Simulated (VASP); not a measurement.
# KMo (Pm-3m) in VASP: notebook

The runs below take KMo through single point, relaxation of cell and atoms, with PBE.

Everything below comes from runs of VASP 6.6.1. Logs are shortened: lines on timing, memory, paths and dates and some standing lists are left out, and cuts for length are marked.

### 1 The cell of the first run

It takes space group Pm-3m (No. 221, cubic). Conventional cell: a = 3.750 Å, b = 3.750 Å, c = 3.750 Å, α = 90.00°, β = 90.00°, γ = 90.00°. K (site symmetry m-3m) has 8 Mo at 3.25 Å and 6 K at 3.75 Å within 4.3 Å. Within 4.3 Å of Mo (site symmetry m-3m) lie 8 K at 3.25 Å and 6 Mo at 3.75 Å.

### 2 Single point, PBE

Contents of INCAR:

```
SYSTEM = KMo
PREC = Accurate
ENCUT = 520
EDIFF = 1E-6
ISMEAR = 0
SIGMA = 0.1
LREAL = .FALSE.
LASPH = .TRUE.
NELM = 80
ALGO = Normal
ISIF = 2
LWAVE = .FALSE.
LCHARG = .FALSE.
GGA = PE
NBANDS = 18
```

Contents of KPOINTS:

```
Automatic mesh
0
G
  6 6 6
  0 0 0
```

Contents of POSCAR:

```
KMo
1.0
    3.7503554983      0.0000000000      0.0000000000
    0.0000000000      3.7503554983      0.0000000000
    0.0000000000      0.0000000000      3.7503554983
K Mo
1 1
Direct
    0.0000000000      0.0000000000      0.0000000000
    0.5000000000      0.5000000000      0.5000000000
```

Potentials or basis: VASP PAW PBE potentials, release 64 (K_sv, Mo_sv).

The run is started by

```sh
$ cat potpaw_PBE.64/K_sv/POTCAR potpaw_PBE.64/Mo_sv/POTCAR > POTCAR
$ mpirun -np 1 vasp_std > vasp.out
```

OUTCAR:

```text
SYSTEM = KMo
   PREC = Accurate
   ENCUT = 520
   EDIFF = 1E-6
   ISMEAR = 0
   LREAL = .FALSE.
   LASPH = .TRUE.
   NELM = 80
   ISIF = 2
   GGA = PE

 ion  position               nearest neighbor table
   1  0.000  0.000  0.000-   2 3.25   2 3.25   2 3.25   2 3.25   2 3.25   2 3.25   2 3.25   2 3.25

   2  0.500  0.500  0.500-   1 3.25   1 3.25   1 3.25   1 3.25   1 3.25   1 3.25   1 3.25   1 3.25

  LATTYP: Found a simple cubic cell.
 ALAT       =     3.7503554983

  Lattice vectors:

 A1 = (   3.7503554983,   0.0000000000,   0.0000000000)
 A2 = (   0.0000000000,   3.7503554983,   0.0000000000)
 A3 = (   0.0000000000,   0.0000000000,   3.7503554983)

Analysis of symmetry for initial positions (statically):
=====================================================================
 Subroutine PRICEL returns:
 Original cell was already a primitive cell.

 Routine SETGRP: Setting up the symmetry group for a
 simple cubic supercell.

 Subroutine GETGRP returns: Found 48 space group operations
 (whereof 48 operations were pure point group operations)
 out of a pool of 48 trial point group operations.

The static configuration has the point symmetry O_h .

Analysis of symmetry for dynamics (positions and initial velocities):
=====================================================================
 Subroutine PRICEL returns:
 Original cell was already a primitive cell.

 Routine SETGRP: Setting up the symmetry group for a
 simple cubic supercell.

 Subroutine GETGRP returns: Found 48 space group operations
 (whereof 48 operations were pure point group operations)
 out of a pool of 48 trial point group operations.

The dynamic configuration has the point symmetry O_h .

 Subroutine INISYM returns: Found 48 space group operations
 (whereof 48 operations are pure point group operations),
 and found     1 'primitive' translations

----------------------------------------------------------------------------------------

                                     Primitive cell

  volume of cell :      52.7494

  direct lattice vectors                    reciprocal lattice vectors
     3.750355498  0.000000000  0.000000000     0.266641389  0.000000000  0.000000000
     0.000000000  3.750355498  0.000000000     0.000000000  0.266641389  0.000000000
     0.000000000  0.000000000  3.750355498     0.000000000  0.000000000  0.266641389

  length of vectors
     3.750355498  3.750355498  3.750355498     0.266641389  0.266641389  0.266641389

[... 74 lines left out ...]
   NELM   =     80;   NELMIN=  2; NELMDL= -5     # of ELM steps
   EDIFF  = 0.1E-05   stopping-criterion for ELM
   LREAL  =      F    real-space projection
   EDIFFG = 0.1E-04   stopping-criterion for IOM
   NSW    =      0    number of steps for IOM
   IBRION =     -1    ionic relax: 0-MD 1-quasi-New 2-CG
   NFREE  =      0    steps in history (QN), initial steepest desc. (CG)
   ISIF   =      2    stress and relaxation
   ISYM   =      2    0-nonsym 1-usesym 2-fastsym
   POTIM  = 0.5000    time-step for ionic-motion
   TEBEG  =    0.0;   TEEND  =   0.0 temperature during run
   PSTRESS=    0.0 pullay stress
   NELECT =      23.0000    total number of electrons
   NUPDOWN=      -1.0000    fix difference up-down
   EMIN   =  10.00;   EMAX   =-10.00  energy-range for DOS
   EFERMI =   0.00;   METHOD = LEGACY
   ISMEAR =     0;   SIGMA  =   0.10  broadening in eV -4-tet -1-fermi 0-gaus
   EFERMI_NEDOS =   21; number of points for ismear=-14 and -15
   IALGO  =     38    algorithm
   IMIX   =      4    mixing-type and parameters
     AMIX     =   0.40;   BMIX     =  1.00
     AMIX_MAG =   1.60;   BMIX_MAG =  1.00
  volume/ion in A,a.u.               =      26.37       177.99
  Fermi-wavevector in a.u.,A,eV,Ry     =   1.241400  2.345905 20.967578  1.541073
  Thomas-Fermi vector in A             =   2.375799
   LORBIT       =      0    0 simple, 1 ext, 2 COOP (PROOUT), +10 PAW based schemes
   GGA     = PE    functional components
   LHFCALC =     F    Hartree Fock is set to
   AEXX    =    0.0000 exact exchange contribution
   IVDW    =     0    specifies the selected vdW correction
   LEPSILON=     F    determine dielectric tensor
   LRPA    =     F    only Hartree local field effects (RPA)
 non-spin polarized calculation
 Gauss-broadening in eV      SIGMA  =   0.10
  energy-cutoff  :      520.00
  volume of cell :       52.75
 maximum number of plane-waves:      1452
 NGX is ok and might be reduce to    28
   NGX = 13   NGY = 13   NGZ = 13

 number of electron      23.0000004 magnetization

 Free energy of the ion-electron system (eV)
  ---------------------------------------------------
  ext. energy  EPLUGINS =         0.00000000
  ---------------------------------------------------
  free energy    TOTEN  =        -6.18847256 eV

  energy without entropy =       -6.15306830  energy(sigma->0) =       -6.17077043

 E-fermi :   3.8585     XC(G=0):  -9.7014

 val. band max:        3.8573034876   @ k =   0.5000   0.5000   0.3333
 cond. band min:       3.9026600837   @ k =   0.5000   0.1667   0.0000
 fundamental gap:      0.0453565961
 Fermi energy:         3.8585287242

 k-point     1 :       0.0000    0.0000    0.0000
  band No.  band energies     occupation
      1     -56.7992      2.00000
      2     -30.8771      2.00000
      3     -30.8771      2.00000
      4     -30.8771      2.00000
      5     -25.9447      2.00000
      6      -9.3924      2.00000
[... 397 lines left out ...]
      5     -25.8614      2.00000
      6      -9.6970      2.00000
[... 10 lines left out ...]
     17       9.0500      0.00000
     18      13.4548      0.00000

------------------------ aborting loop because EDIFF is reached ----------------------------------------

  FORCE on cell =-STRESS in cart. coord.  units (eV):
  Direction    XX          YY          ZZ          XY          YZ          ZX
  --------------------------------------------------------------------------------------
  -------------------------------------------------------------------------------------
  Total       -0.1510771     -0.1510771     -0.1510771     -0.0000000     -0.0000000      0.0000000
  in kB       -4.5887229     -4.5887229     -4.5887229     -0.0000000     -0.0000000      0.0000000
  external PRESSURE =      -4.5887229 kB  Pullay stress =       0.0000000 kB

 VOLUME and BASIS-vectors are now :
 -----------------------------------------------------------------------------
  energy-cutoff  :      520.00
  volume of cell :       52.75
      direct lattice vectors                 reciprocal lattice vectors
     3.750355498  0.000000000  0.000000000     0.266641389  0.000000000  0.000000000
     0.000000000  3.750355498  0.000000000     0.000000000  0.266641389  0.000000000
     0.000000000  0.000000000  3.750355498     0.000000000  0.000000000  0.266641389

 POSITION                                       TOTAL-FORCE (eV/Angst)
 -----------------------------------------------------------------------------------
      0.00000      0.00000      0.00000         0.000000      0.000000      0.000000
      1.87518      1.87518      1.87518         0.000000      0.000000      0.000000
 -----------------------------------------------------------------------------------
    total drift:                                0.000000      0.000000      0.000000

  FREE ENERGIE OF THE ION-ELECTRON SYSTEM (eV)
  ---------------------------------------------------
  free  energy   TOTEN  =        -6.1884725564 eV

  energy  without entropy=       -6.1530682985  energy(sigma->0) =       -6.17077043
```

stdout:

```text
POSCAR found type information on POSCAR K Mo
 POSCAR found :  2 types and       2 ions
 scaLAPACK will be used
 LDA part: xc-table for (Slater+PW92), standard interpolation
 POSCAR, INCAR and KPOINTS ok, starting setup
 FFT: planning ... GRIDC
 FFT: planning ... GRID_SOFT
 FFT: planning ... GRID
 WAVECAR not read
 entering main loop
```

Wall time 7.3 s (1 thread of Intel Xeon 6975P-C (Granite Rapids), shared host); peak memory 0.16 GiB.

What came out:

```yaml
Free_energy: -6.1885 eV
Pressure: -0.5 GPa
Band_gap_on_the_k_mesh: zero (an odd number of electrons rules out a gap without spin polarisation)
```

Levels at points of the mesh, in eV from the Fermi level:
```
           k point  band 7  band 8  band 9  band 10  band 11  band 12  band 13  band 14  band 15  band 16
(0.00, 0.00, 0.00)  -13.25  -13.25   -3.68    -1.52    -1.52     0.50     0.50     0.50     5.97     5.97
(0.50, 0.00, 0.00)  -13.23  -13.23   -1.55    -1.03    -0.11     0.14     0.14     0.67     1.90     4.53
(0.50, 0.50, 0.00)  -13.57  -13.18   -1.69    -1.37    -0.23    -0.23     1.24     2.35     2.55     2.55
(0.50, 0.50, 0.50)  -13.56  -13.56   -0.54    -0.54    -0.54     1.28     1.28     1.90     1.90     1.90
```

### 3 Single point, PBE

This run uses another cell than the first one, of 25.78 Å³/atom.

Contents of INCAR:

```
  PREC = Accurate
  ENCUT = 520
  EDIFF = 1E-6
  ISMEAR = 0
  SIGMA = 0.1
  LREAL = F
  LASPH = T
  NELM = 60
  ALGO = Fast
  ISIF = 2
  LWAVE = F
  LCHARG = F
  GGA = PE
  NBANDS = 18
```

Contents of KPOINTS:

```
regular mesh
0
Gamma
  14 14 14
```

Contents of POSCAR:

```
KMo
1.0
    3.7220123981      0.0000000000      0.0000000000
    0.0000000000      3.7220123981      0.0000000000
    0.0000000000      0.0000000000      3.7220123981
K Mo
1 1
Direct
    0.0000000000      0.0000000000      0.0000000000
    0.5000000000      0.5000000000      0.5000000000
```

Potentials or basis: VASP PAW PBE potentials, release 64 (K_sv, Mo_sv).

The run is started by

```sh
$ cat potpaw_PBE.64/K_sv/POTCAR potpaw_PBE.64/Mo_sv/POTCAR > POTCAR
$ mpirun -np 1 vasp_std > vasp.out
```

Run time: 45 s. Hardware: 1 thread of Intel Xeon 6975P-C (Granite Rapids), shared host; peak memory 0.23 GiB.

Results (log left out):

```
Free energy            : -6.2576 eV
Pressure               : 0.1 GPa
Band gap on the k mesh : zero (an odd number of electrons rules out a gap without spin polarisation)
```

Levels at points of the mesh, in eV from the Fermi level:
```csv
k point,band 8,band 9,band 10,band 11,band 12,band 13,band 14,band 15
"(0.00, 0.00, 0.00)",-13.13,-3.57,-1.49,-1.49,0.58,0.58,0.58,6.13
"(0.50, 0.00, 0.00)",-13.11,-1.43,-0.99,0.04,0.22,0.22,0.75,2.06
"(0.50, 0.50, 0.00)",-13.06,-1.63,-1.31,-0.17,-0.17,1.35,2.52,2.76
"(0.50, 0.50, 0.50)",-13.45,-0.46,-0.46,-0.46,1.39,1.39,2.03,2.03
```

(Part 1 of 2 ends here.)
